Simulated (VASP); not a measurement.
# TiN (Fm-3m) in VASP: notebook

Runs on TiN. Level: LDA. Tasks: single point, relaxation of cell and atoms.

Everything below comes from runs of VASP 6.6.1. Logs are shortened: lines on timing, memory, paths and dates and some standing lists are left out, and cuts for length are marked.

## 1. The cell of the first run

Symmetry: Fm-3m, No. 225, cubic system. Conventional cell: a = 4.173 Å, b = 4.173 Å, c = 4.173 Å, α = 90.00°, β = 90.00°, γ = 90.00°. Within 2.8 Å of Ti (site symmetry m-3m) lie 6 N at 2.09 Å. Within 2.8 Å of N (site symmetry m-3m) lie 6 Ti at 2.09 Å.

## 2. Single point, LDA

INCAR

```
SYSTEM = TiN
ALGO     = Normal         ! electronic algorithm
EDIFF    = 1E-6           ! SCF threshold, eV
ENCUT    = 520            ! plane-wave cutoff, eV
GGA      = CA             ! functional
ISIF     = 2              ! what is computed and relaxed
ISMEAR   = 0              ! smearing method
LASPH    = .True.         ! aspherical terms in the spheres
LCHARG   = .True.         ! write CHGCAR
LELF     = .True.         ! ELF
LREAL    = .False.        ! projectors in reciprocal space
LVHAR    = .True.       
LWAVE    = .False.        ! write WAVECAR
NBANDS   = 16             ! bands
NELM     = 100            ! most SCF steps
PREC     = Accurate       ! precision mode
SIGMA    = 0.1            ! smearing width, eV
```

KPOINTS

```
k-points
0
Gamma
  8 8 8
  0 0 0
```

POSCAR

```
TiN
1.0
    0.0000000000      2.0862956349      2.0862956349
    2.0862956349      0.0000000000      2.0862956349
    2.0862956349      2.0862956349      0.0000000000
Ti N
1 1
Direct
    0.0000000000      0.0000000000      0.0000000000
    0.5000000000      0.5000000000      0.5000000000
```

Potentials or basis: VASP PAW LDA potentials, release 64 (Ti_sv, N).

Started as:

```sh
> cat potpaw_LDA.64/Ti_sv/POTCAR potpaw_LDA.64/N/POTCAR > POTCAR
> mpirun -np 1 vasp_std > vasp.out
```

OUTCAR:

```text
SYSTEM = TiN
   EDIFF = 1E-6
   ENCUT = 520
   GGA = CA
   ISIF = 2
   ISMEAR = 0
   LASPH = .True.
   LREAL = .False.
   NELM = 100
   PREC = Accurate

 ion  position               nearest neighbor table
   1  0.000  0.000  0.000-   2 2.09   2 2.09   2 2.09   2 2.09   2 2.09   2 2.09
   2  0.500  0.500  0.500-   1 2.09   1 2.09   1 2.09   1 2.09   1 2.09   1 2.09

  LATTYP: Found a face centered cubic cell.
 ALAT       =     4.1725912698

  Lattice vectors:

 A1 = (   0.0000000000,   2.0862956349,   2.0862956349)
 A2 = (   2.0862956349,   0.0000000000,   2.0862956349)
 A3 = (   2.0862956349,   2.0862956349,   0.0000000000)

Analysis of symmetry for initial positions (statically):
=====================================================================
 Subroutine PRICEL returns:
 Original cell was already a primitive cell.

 Routine SETGRP: Setting up the symmetry group for a
 face centered cubic supercell.

 Subroutine GETGRP returns: Found 48 space group operations
 (whereof 48 operations were pure point group operations)
 out of a pool of 48 trial point group operations.

The static configuration has the point symmetry O_h .

Analysis of symmetry for dynamics (positions and initial velocities):
=====================================================================
 Subroutine PRICEL returns:
 Original cell was already a primitive cell.

 Routine SETGRP: Setting up the symmetry group for a
 face centered cubic supercell.

 Subroutine GETGRP returns: Found 48 space group operations
 (whereof 48 operations were pure point group operations)
 out of a pool of 48 trial point group operations.

The dynamic configuration has the point symmetry O_h .

 Subroutine INISYM returns: Found 48 space group operations
 (whereof 48 operations are pure point group operations),
 and found     1 'primitive' translations

----------------------------------------------------------------------------------------

                                     Primitive cell

  volume of cell :      18.1617

  direct lattice vectors                    reciprocal lattice vectors
     0.000000000  2.086295635  2.086295635    -0.239659227  0.239659227  0.239659227
     2.086295635  0.000000000  2.086295635     0.239659227 -0.239659227  0.239659227
     2.086295635  2.086295635  0.000000000     0.239659227  0.239659227 -0.239659227

  length of vectors
     2.950467582  2.950467582  2.950467582     0.415101958  0.415101958  0.415101958

  position of ions in fractional coordinates (direct lattice)
     0.000000000  0.000000000  0.000000000
     0.500000000  0.500000000  0.500000000

  ion indices of the primitive-cell ions
   primitive index   ion index
                 1           1
                 2           2

----------------------------------------------------------------------------------------

 KPOINTS: k-points

Automatic generation of k-mesh.
 Grid dimensions read from file:
 generate k-points for:    8    8    8

 Generating k-lattice:

  Cartesian coordinates                     Fractional coordinates (reciprocal lattice)
    -0.029957403  0.029957403  0.029957403     0.125000000  0.000000000  0.000000000
     0.029957403 -0.029957403  0.029957403     0.000000000  0.125000000  0.000000000
     0.029957403  0.029957403 -0.029957403     0.000000000  0.000000000  0.125000000

  Length of vectors
     0.051887745  0.051887745  0.051887745

  Shift w.r.t. Gamma in fractional coordinates (k-lattice)
     0.000000000  0.000000000  0.000000000

 Subroutine IBZKPT returns following result:
 ===========================================

 Found     29 irreducible k-points:

 Following reciprocal coordinates:
            Coordinates               Weight
  0.000000  0.000000  0.000000      1.000000
  0.125000  0.000000  0.000000      8.000000
  0.250000  0.000000  0.000000      8.000000
  0.375000  0.000000  0.000000      8.000000
  0.500000  0.000000  0.000000      4.000000
  0.125000  0.125000  0.000000      6.000000
[... 16 lines left out ...]
  0.500000  0.250000  0.125000     48.000000
 -0.375000  0.250000  0.125000     24.000000
 [... further k-points ...]
   k-points           NKPTS =     29   k-points in BZ     NKDIM =     29   number of bands    NBANDS=     16
   number of dos      NEDOS =    301   number of ions     NIONS =      2
   total plane-waves  NPLWV =  13824
   dimension x,y,z NGX =    24 NGY =   24 NGZ =   24
   dimension x,y,z NGXF=    48 NGYF=   48 NGZF=   48
   ions per type =               1   1
   NGX,Y,Z   is equivalent  to a cutoff of  13.52, 13.52, 13.52 a.u.
   NGXF,Y,Z  is equivalent  to a cutoff of  27.05, 27.05, 27.05 a.u.
 SYSTEM =  TiN
   PREC   = accura    normal or accurate (medium, high low for compatibility)
   ISTART =      0    job   : 0-new  1-cont  2-samecut
   ICHARG =      2    charge: 1-file 2-atom 10-const
   ISPIN  =      1    spin polarized calculation?
   LNONCOLLINEAR =      F non collinear calculations
   LSORBIT =      F    spin-orbit coupling
   LASPH  =      T    aspherical Exc in radial PAW
   ENCUT  =  520.0 eV  38.22 Ry    6.18 a.u.   5.49  5.49  5.49*2*pi/ulx,y,z
   NELM   =    100;   NELMIN=  2; NELMDL= -5     # of ELM steps
   EDIFF  = 0.1E-05   stopping-criterion for ELM
   LREAL  =      F    real-space projection
   EDIFFG = 0.1E-04   stopping-criterion for IOM
   NSW    =      0    number of steps for IOM
   IBRION =     -1    ionic relax: 0-MD 1-quasi-New 2-CG
   NFREE  =      0    steps in history (QN), initial steepest desc. (CG)
   ISIF   =      2    stress and relaxation
   ISYM   =      2    0-nonsym 1-usesym 2-fastsym
   POTIM  = 0.5000    time-step for ionic-motion
   TEBEG  =    0.0;   TEEND  =   0.0 temperature during run
   PSTRESS=    0.0 pullay stress
   NELECT =      17.0000    total number of electrons
   NUPDOWN=      -1.0000    fix difference up-down
   EMIN   =  10.00;   EMAX   =-10.00  energy-range for DOS
   EFERMI =   0.00;   METHOD = LEGACY
   ISMEAR =     0;   SIGMA  =   0.10  broadening in eV -4-tet -1-fermi 0-gaus
   EFERMI_NEDOS =   21; number of points for ismear=-14 and -15
   IALGO  =     38    algorithm
   IMIX   =      4    mixing-type and parameters
     AMIX     =   0.40;   BMIX     =  1.00
     AMIX_MAG =   1.60;   BMIX_MAG =  1.00
  volume/ion in A,a.u.               =       9.08        61.28
  Fermi-wavevector in a.u.,A,eV,Ry     =   1.601420  3.026245 34.892774  2.564547
  Thomas-Fermi vector in A             =   2.698401
   LORBIT       =      0    0 simple, 1 ext, 2 COOP (PROOUT), +10 PAW based schemes
   GGA     = CA    functional components
   LHFCALC =     F    Hartree Fock is set to
   AEXX    =    0.0000 exact exchange contribution
   IVDW    =     0    specifies the selected vdW correction
   LEPSILON=     F    determine dielectric tensor
   LRPA    =     F    only Hartree local field effects (RPA)
 non-spin polarized calculation
 Gauss-broadening in eV      SIGMA  =   0.10
  energy-cutoff  :      520.00
  volume of cell :       18.16
 maximum number of plane-waves:       531
 NGX is ok and might be reduce to    24
   NGX = 11   NGY = 11   NGZ = 11

 number of electron      16.9999996 magnetization

 Free energy of the ion-electron system (eV)
  ---------------------------------------------------
  ext. energy  EPLUGINS =         0.00000000
  ---------------------------------------------------
  free energy    TOTEN  =       -21.66201486 eV

  energy without entropy =      -21.65359138  energy(sigma->0) =      -21.65780312

 E-fermi :  11.8752     XC(G=0): -13.6433

 val. band max:       11.8682406075   @ k =   0.3750   0.1250   0.0000
 cond. band min:      11.8999701417   @ k =  -0.3750   0.3750   0.1250
 fundamental gap:      0.0317295342
 Fermi energy:        11.8752268245

 k-point     1 :       0.0000    0.0000    0.0000
  band No.  band energies     occupation
      1     -45.2057      2.00000
      2     -21.5220      2.00000
      3     -21.5220      2.00000
      4     -21.5220      2.00000
      5      -5.2758      2.00000
      6       9.7921      2.00000
[... 8 lines left out ...]
     15      25.1872      0.00000
     16      32.3330      0.00000

 k-point     2 :       0.1250    0.0000    0.0000
  band No.  band energies     occupation
      1     -45.1871      2.00000
      2     -21.6457      2.00000
      3     -21.5319      2.00000
      4     -21.5319      2.00000
      5      -4.9452      2.00000
      6       8.3617      2.00000
[... 8 lines left out ...]
     15      25.4196      0.00000
     16      31.8226      0.00000

 k-point     3 :       0.2500    0.0000    0.0000
  band No.  band energies     occupation
      1     -45.1419      2.00000
      2     -21.9347      2.00000
      3     -21.5556      2.00000
      4     -21.5556      2.00000
      5      -4.0818      2.00000
      6       6.1642      2.00000
[... 8 lines left out ...]
     15      25.2145      0.00000
     16      29.9731      0.00000

 k-point     4 :       0.3750    0.0000    0.0000
  band No.  band energies     occupation
      1     -45.0963      2.00000
      2     -22.2116      2.00000
      3     -21.5791      2.00000
      4     -21.5791      2.00000
      5      -3.0515      2.00000
      6       4.2934      2.00000
[... 8 lines left out ...]
     15      25.6280      0.00000
     16      27.7738      0.00000
[... 324 lines left out ...]
 k-point    22 :       0.3750    0.2500    0.1250
  band No.  band energies     occupation
      1     -45.1083      2.00000
      2     -21.9861      2.00000
      3     -21.6980      2.00000
      4     -21.5958      2.00000
      5      -3.7204      2.00000
      6       5.3153      2.00000
[... 8 lines left out ...]
     15      25.2962      0.00000
     16      27.5810      0.00000

 k-point    23 :       0.5000    0.2500    0.1250
  band No.  band energies     occupation
      1     -45.0717      2.00000
      2     -22.1301      2.00000
      3     -21.7697      2.00000
      4     -21.6331      2.00000
      5      -3.1626      2.00000
      6       4.7415      2.00000
[... 8 lines left out ...]
     15      24.9423      0.00000
     16      26.4525      0.00000

 k-point    24 :      -0.3750    0.2500    0.1250
  band No.  band energies     occupation
      1     -45.0564      2.00000
      2     -22.1923      2.00000
      3     -21.7880      2.00000
      4     -21.6562      2.00000
      5      -2.9200      2.00000
      6       4.5052      2.00000
[... 8 lines left out ...]
     15      25.1692      0.00000
     16      26.1900      0.00000

 [... further k-points ...]

------------------------ aborting loop because EDIFF is reached ----------------------------------------

  FORCE on cell =-STRESS in cart. coord.  units (eV):
  Direction    XX          YY          ZZ          XY          YZ          ZX
  --------------------------------------------------------------------------------------
  -------------------------------------------------------------------------------------
  Total        0.1190649      0.1190649      0.1190649      0.0000000      0.0000000      0.0000000
  in kB       10.5035658     10.5035658     10.5035658      0.0000000      0.0000000      0.0000000
  external PRESSURE =      10.5035658 kB  Pullay stress =       0.0000000 kB

 VOLUME and BASIS-vectors are now :
 -----------------------------------------------------------------------------
  energy-cutoff  :      520.00
  volume of cell :       18.16
      direct lattice vectors                 reciprocal lattice vectors
     0.000000000  2.086295635  2.086295635    -0.239659227  0.239659227  0.239659227
     2.086295635  0.000000000  2.086295635     0.239659227 -0.239659227  0.239659227
     2.086295635  2.086295635  0.000000000     0.239659227  0.239659227 -0.239659227

 POSITION                                       TOTAL-FORCE (eV/Angst)
 -----------------------------------------------------------------------------------
      0.00000      0.00000      0.00000        -0.000000     -0.000000      0.000000
      2.08630      2.08630      2.08630         0.000000      0.000000     -0.000000
 -----------------------------------------------------------------------------------
    total drift:                                0.000000     -0.000000     -0.000000

  FREE ENERGIE OF THE ION-ELECTRON SYSTEM (eV)
  ---------------------------------------------------
  free  energy   TOTEN  =       -21.6620148556 eV

  energy  without entropy=      -21.6535913816  energy(sigma->0) =      -21.65780312
```

Wall time 15 s (1 thread of Intel Xeon 8259CL, shared host); peak memory 0.13 GiB.

What came out:

```yaml
Free_energy: -21.6620 eV
Pressure: 1.1 GPa
Band_gap_on_the_k_mesh: zero (an odd number of electrons rules out a gap without spin polarisation)
```

(Part 1 of 2 ends here.)
